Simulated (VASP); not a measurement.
# CsSnI3 (Pm-3m) in VASP: notebook

The runs below take CsSnI3 through single point, with LDA, PBEsol.

Program: VASP 6.6.1. These are calculated values, not measurements. Logs are shortened: lines on timing, memory, paths and dates and some standing lists are left out, and cuts for length are marked.

### Step 1. The cell of the first run

The structure is cubic, space group Pm-3m (No. 221). The conventional cell has a = 6.048 Å, b = 6.048 Å, c = 6.048 Å, α = 90.00°, β = 90.00°, γ = 90.00°. Cs (site symmetry m-3m) has 12 I at 4.28 Å and 8 Sn at 5.24 Å within 5.6 Å. Sn (site symmetry m-3m) has 6 I at 3.02 Å within 4.0 Å. I (site symmetry 4/mmm) has 2 Sn at 3.02 Å within 4.0 Å.

### Step 2. Single point, LDA

File INCAR:

```
PREC     = Accurate       # precision mode
ENCUT    = 520            # plane-wave cutoff, eV
EDIFF    = 1E-6           # SCF threshold, eV
ISMEAR   = -1             # smearing method
SIGMA    = 0.02           # smearing width, eV
LREAL    = False          # projectors in reciprocal space
LASPH    = True           # aspherical terms in the spheres
NELM     = 80             # most SCF steps
ALGO     = Normal         # electronic algorithm
ISIF     = 2              # what is computed and relaxed
LWAVE    = False          # write WAVECAR
LCHARG   = True           # write CHGCAR
GGA      = CA             # functional
LELF     = True           # ELF
LVHAR    = True         
NBANDS   = 30             # bands
```

File KPOINTS:

```
Automatic mesh
0
Gamma
  4 4 4
```

File POSCAR:

```
CsSnI3
1.0
    6.0484026942      0.0000000000      0.0000000000
    0.0000000000      6.0484026942      0.0000000000
    0.0000000000      0.0000000000      6.0484026942
Cs Sn I
1 1 3
Direct
    0.0000000000      0.0000000000      0.0000000000
    0.5000000000      0.5000000000      0.5000000000
    0.0000000000      0.5000000000      0.5000000000
    0.5000000000      0.0000000000      0.5000000000
    0.5000000000      0.5000000000      0.0000000000
```

Potentials or basis: VASP PAW LDA potentials, release 64 (Cs_sv, Sn_d, I).

The run is started by

```sh
> cat potpaw_LDA.64/Cs_sv/POTCAR potpaw_LDA.64/Sn_d/POTCAR potpaw_LDA.64/I/POTCAR > POTCAR
> mpirun -np 1 vasp_std > vasp.out
```

OUTCAR:

```text
PREC = Accurate
   ENCUT = 520
   EDIFF = 1E-6
   ISMEAR = -1
   LREAL = False
   LASPH = True
   NELM = 80
   ISIF = 2
   GGA = CA

 ion  position               nearest neighbor table
   1  0.000  0.000  0.000-
   2  0.500  0.500  0.500-   3 3.02   4 3.02   5 3.02   5 3.02   4 3.02   3 3.02
   3  0.000  0.500  0.500-   2 3.02   2 3.02
   4  0.500  0.000  0.500-   2 3.02   2 3.02
   5  0.500  0.500  0.000-   2 3.02   2 3.02

  LATTYP: Found a simple cubic cell.
 ALAT       =     6.0484026942

  Lattice vectors:

 A1 = (   6.0484026942,   0.0000000000,   0.0000000000)
 A2 = (   0.0000000000,   6.0484026942,   0.0000000000)
 A3 = (   0.0000000000,   0.0000000000,   6.0484026942)

Analysis of symmetry for initial positions (statically):
=====================================================================
 Subroutine PRICEL returns:
 Original cell was already a primitive cell.

 Routine SETGRP: Setting up the symmetry group for a
 simple cubic supercell.

 Subroutine GETGRP returns: Found 48 space group operations
 (whereof 48 operations were pure point group operations)
 out of a pool of 48 trial point group operations.

The static configuration has the point symmetry O_h .

Analysis of symmetry for dynamics (positions and initial velocities):
=====================================================================
 Subroutine PRICEL returns:
 Original cell was already a primitive cell.

 Routine SETGRP: Setting up the symmetry group for a
 simple cubic supercell.

 Subroutine GETGRP returns: Found 48 space group operations
 (whereof 48 operations were pure point group operations)
 out of a pool of 48 trial point group operations.

The dynamic configuration has the point symmetry O_h .

 Subroutine INISYM returns: Found 48 space group operations
 (whereof 48 operations are pure point group operations),
 and found     1 'primitive' translations

----------------------------------------------------------------------------------------

                                     Primitive cell

  volume of cell :     221.2698

  direct lattice vectors                    reciprocal lattice vectors
     6.048402694  0.000000000  0.000000000     0.165332907  0.000000000  0.000000000
     0.000000000  6.048402694  0.000000000     0.000000000  0.165332907  0.000000000
     0.000000000  0.000000000  6.048402694     0.000000000  0.000000000  0.165332907

  length of vectors
     6.048402694  6.048402694  6.048402694     0.165332907  0.165332907  0.165332907

  position of ions in fractional coordinates (direct lattice)
     0.000000000  0.000000000  0.000000000
     0.500000000  0.500000000  0.500000000
     0.000000000  0.500000000  0.500000000
     0.500000000  0.000000000  0.500000000
     0.500000000  0.500000000  0.000000000

  ion indices of the primitive-cell ions
   primitive index   ion index
                 1           1
                 2           2
                 3           3
                 4           4
                 5           5

----------------------------------------------------------------------------------------

 KPOINTS: Automatic mesh

Automatic generation of k-mesh.
 Grid dimensions read from file:
 generate k-points for:    4    4    4

 Generating k-lattice:

  Cartesian coordinates                     Fractional coordinates (reciprocal lattice)
     0.041333227  0.000000000  0.000000000     0.250000000  0.000000000  0.000000000
     0.000000000  0.041333227  0.000000000     0.000000000  0.250000000  0.000000000
     0.000000000  0.000000000  0.041333227     0.000000000  0.000000000  0.250000000

  Length of vectors
     0.041333227  0.041333227  0.041333227

  Shift w.r.t. Gamma in fractional coordinates (k-lattice)
     0.000000000  0.000000000  0.000000000

 Subroutine IBZKPT returns following result:
 ===========================================

 Found     10 irreducible k-points:

 Following reciprocal coordinates:
            Coordinates               Weight
  0.000000  0.000000  0.000000      1.000000
  0.250000  0.000000  0.000000      6.000000
  0.500000  0.000000  0.000000      3.000000
  0.250000  0.250000  0.000000     12.000000
  0.500000  0.250000  0.000000     12.000000
  0.500000  0.500000  0.000000      3.000000
  0.250000  0.250000  0.250000      8.000000
  0.500000  0.250000  0.250000     12.000000
  0.500000  0.500000  0.250000      6.000000
  0.500000  0.500000  0.500000      1.000000
   k-points           NKPTS =     10   k-points in BZ     NKDIM =     10   number of bands    NBANDS=     30
   number of dos      NEDOS =    301   number of ions     NIONS =      5
   total plane-waves  NPLWV = 110592
   dimension x,y,z NGX =    48 NGY =   48 NGZ =   48
   dimension x,y,z NGXF=    96 NGYF=   96 NGZF=   96
   ions per type =               1   1   3
   NGX,Y,Z   is equivalent  to a cutoff of  13.19, 13.19, 13.19 a.u.
   NGXF,Y,Z  is equivalent  to a cutoff of  26.39, 26.39, 26.39 a.u.
 SYSTEM =  unknown system
   PREC   = accura    normal or accurate (medium, high low for compatibility)
   ISTART =      0    job   : 0-new  1-cont  2-samecut
   ICHARG =      2    charge: 1-file 2-atom 10-const
   ISPIN  =      1    spin polarized calculation?
   LNONCOLLINEAR =      F non collinear calculations
   LSORBIT =      F    spin-orbit coupling
   LASPH  =      T    aspherical Exc in radial PAW
   ENCUT  =  520.0 eV  38.22 Ry    6.18 a.u.  11.25 11.25 11.25*2*pi/ulx,y,z
   NELM   =     80;   NELMIN=  2; NELMDL= -5     # of ELM steps
   EDIFF  = 0.1E-05   stopping-criterion for ELM
   LREAL  =      F    real-space projection
[... 7 lines left out ...]
   TEBEG  =    0.0;   TEEND  =   0.0 temperature during run
   PSTRESS=    0.0 pullay stress
   NELECT =      44.0000    total number of electrons
   NUPDOWN=      -1.0000    fix difference up-down
   EMIN   =  10.00;   EMAX   =-10.00  energy-range for DOS
   EFERMI =   0.00;   METHOD = LEGACY
   ISMEAR =    -1;   SIGMA  =   0.02  broadening in eV -4-tet -1-fermi 0-gaus
   EFERMI_NEDOS =   21; number of points for ismear=-14 and -15
   IALGO  =     38    algorithm
   IMIX   =      4    mixing-type and parameters
     AMIX     =   0.40;   BMIX     =  1.00
     AMIX_MAG =   1.60;   BMIX_MAG =  1.00
  volume/ion in A,a.u.               =      44.25       298.64
  Fermi-wavevector in a.u.,A,eV,Ry     =   0.955546  1.805720 12.423052  0.913069
  Thomas-Fermi vector in A             =   2.084394
   LORBIT       =      0    0 simple, 1 ext, 2 COOP (PROOUT), +10 PAW based schemes
   GGA     = CA    functional components
   LHFCALC =     F    Hartree Fock is set to
   AEXX    =    0.0000 exact exchange contribution
   IVDW    =     0    specifies the selected vdW correction
   LEPSILON=     F    determine dielectric tensor
   LRPA    =     F    only Hartree local field effects (RPA)
 non-spin polarized calculation
  energy-cutoff  :      520.00
  volume of cell :      221.27
 maximum number of plane-waves:      6031
 NGX is ok and might be reduce to    48
   NGX = 23   NGY = 23   NGZ = 23

 number of electron      44.0000017 magnetization

 Free energy of the ion-electron system (eV)
  ---------------------------------------------------
  ext. energy  EPLUGINS =         0.00000000
  ---------------------------------------------------
  free energy    TOTEN  =       -16.00740710 eV

  energy without entropy =      -16.00619467  energy(sigma->0) =      -16.00680089

 E-fermi :   3.5476     XC(G=0):  -8.1928

 val. band max:        2.8491680960   @ k =   0.5000   0.5000   0.2500
 cond. band min:       3.5616432586   @ k =   0.5000   0.5000   0.5000
 fundamental gap:      0.7124751627
 Fermi energy:         3.5476147966

 k-point     1 :       0.0000    0.0000    0.0000
  band No.  band energies     occupation
      1     -18.8885      2.00000
      2     -18.6552      2.00000
      3     -18.6552      2.00000
      4     -18.6183      2.00000
      5     -18.6183      2.00000
      6     -18.6183      2.00000
[... 22 lines left out ...]
     29       8.3902      0.00000
     30       8.3902      0.00000

 k-point     2 :       0.2500    0.0000    0.0000
  band No.  band energies     occupation
      1     -18.8881      2.00000
      2     -18.6551      2.00000
      3     -18.6539      2.00000
      4     -18.6184      2.00000
      5     -18.6184      2.00000
      6     -18.6183      2.00000
[... 22 lines left out ...]
     29       7.0571      0.00000
     30       8.1981      0.00000

 k-point     3 :       0.5000    0.0000    0.0000
  band No.  band energies     occupation
      1     -18.8878      2.00000
      2     -18.6551      2.00000
      3     -18.6526      2.00000
      4     -18.6186      2.00000
      5     -18.6186      2.00000
      6     -18.6183      2.00000
[... 22 lines left out ...]
     29       7.9336      0.00000
     30       7.9336      0.00000

 k-point     4 :       0.2500    0.2500    0.0000
  band No.  band energies     occupation
      1     -18.8878      2.00000
      2     -18.6545      2.00000
      3     -18.6532      2.00000
      4     -18.6186      2.00000
      5     -18.6185      2.00000
      6     -18.6184      2.00000
[... 22 lines left out ...]
     29       7.3028      0.00000
     30       7.8400      0.00000

 k-point     5 :       0.5000    0.2500    0.0000
  band No.  band energies     occupation
      1     -18.8874      2.00000
      2     -18.6543      2.00000
      3     -18.6521      2.00000
      4     -18.6187      2.00000
      5     -18.6186      2.00000
      6     -18.6185      2.00000
[... 22 lines left out ...]
     29       7.6264      0.00000
     30       8.2014      0.00000

 k-point     6 :       0.5000    0.5000    0.0000
  band No.  band energies     occupation
      1     -18.8871      2.00000
      2     -18.6539      2.00000
      3     -18.6512      2.00000
      4     -18.6188      2.00000
      5     -18.6186      2.00000
      6     -18.6186      2.00000
[... 22 lines left out ...]
     29       8.3758      0.00000
     30       8.4594      0.00000

 k-point     7 :       0.2500    0.2500    0.2500
  band No.  band energies     occupation
      1     -18.8874      2.00000
      2     -18.6532      2.00000
      3     -18.6532      2.00000
      4     -18.6186      2.00000
      5     -18.6186      2.00000
      6     -18.6186      2.00000
[... 22 lines left out ...]
     29       7.8472      0.00000
     30       8.1155      0.00000

 k-point     8 :       0.5000    0.2500    0.2500
  band No.  band energies     occupation
      1     -18.8871      2.00000
      2     -18.6532      2.00000
      3     -18.6519      2.00000
      4     -18.6187      2.00000
      5     -18.6187      2.00000
      6     -18.6186      2.00000
[... 22 lines left out ...]
     29       7.6927      0.00000
     30       7.7708      0.00000

 k-point     9 :       0.5000    0.5000    0.2500
  band No.  band energies     occupation
      1     -18.8868      2.00000
      2     -18.6526      2.00000
      3     -18.6513      2.00000
      4     -18.6189      2.00000
      5     -18.6187      2.00000
      6     -18.6187      2.00000
[... 22 lines left out ...]
     29       7.4688      0.00000
     30       8.0205      0.00000

 k-point    10 :       0.5000    0.5000    0.5000
  band No.  band energies     occupation
      1     -18.8865      2.00000
      2     -18.6513      2.00000
      3     -18.6513      2.00000
      4     -18.6189      2.00000
      5     -18.6189      2.00000
      6     -18.6189      2.00000
[... 22 lines left out ...]
     29       7.0918      0.00000
     30       8.3915      0.00000

------------------------ aborting loop because EDIFF is reached ----------------------------------------

  FORCE on cell =-STRESS in cart. coord.  units (eV):
  Direction    XX          YY          ZZ          XY          YZ          ZX
  --------------------------------------------------------------------------------------
  -------------------------------------------------------------------------------------
  Total        0.0229107      0.0229107      0.0229107      0.0000000     -0.0000000      0.0000000
  in kB        0.1658925      0.1658925      0.1658925      0.0000000     -0.0000000      0.0000000
  external PRESSURE =       0.1658925 kB  Pullay stress =       0.0000000 kB

 VOLUME and BASIS-vectors are now :
 -----------------------------------------------------------------------------
  energy-cutoff  :      520.00
  volume of cell :      221.27
      direct lattice vectors                 reciprocal lattice vectors
     6.048402694  0.000000000  0.000000000     0.165332907  0.000000000  0.000000000
     0.000000000  6.048402694  0.000000000     0.000000000  0.165332907  0.000000000
     0.000000000  0.000000000  6.048402694     0.000000000  0.000000000  0.165332907

 POSITION                                       TOTAL-FORCE (eV/Angst)
 -----------------------------------------------------------------------------------
      0.00000      0.00000      0.00000         0.000000      0.000000      0.000000
      3.02420      3.02420      3.02420         0.000000      0.000000      0.000000
      0.00000      3.02420      3.02420         0.000000      0.000000      0.000000
      3.02420      0.00000      3.02420         0.000000      0.000000      0.000000
      3.02420      3.02420      0.00000         0.000000      0.000000      0.000000
 -----------------------------------------------------------------------------------
    total drift:                                0.000000     -0.000000     -0.000000

  FREE ENERGIE OF THE ION-ELECTRON SYSTEM (eV)
  ---------------------------------------------------
  free  energy   TOTEN  =       -16.0074070999 eV

  energy  without entropy=      -16.0061946704  energy(sigma->0) =      -16.00680089
```

Run time: 53 s. Hardware: 1 thread of Intel Xeon Platinum 8375C at 2.90GHz (Ice Lake), shared host; peak memory 0.29 GiB.

Results:

* Free energy: -16.0074 eV
* Pressure: 0.0 GPa
* Band gap on the k mesh: zero (filled and empty bands touch)

Levels at points of the mesh, in eV from the Fermi level:
| k point | band 20 | band 21 | band 22 | band 23 | band 24 | band 25 |
| --- | --- | --- | --- | --- | --- | --- |
| (0.00, 0.00, 0.00) | -2.50 | -2.50 | -2.50 | 1.65 | 2.49 | 2.49 |
| (0.50, 0.00, 0.00) | -2.66 | -2.66 | -1.71 | 0.84 | 3.39 | 3.45 |
| (0.50, 0.50, 0.00) | -2.85 | -2.02 | -0.81 | 0.52 | 0.52 | 3.76 |
| (0.50, 0.50, 0.50) | -1.99 | -1.99 | 0.01 | 0.01 | 0.01 | 0.10 |

Caveat: semilocal functionals underestimate gaps, and a narrow one can read as zero; spin-orbit coupling is left out, which moves the levels of the heavy elements.

[end of part 1 of 2]

The gap in the log of VASP goes by the Fermi energy; the results here count the filled bands.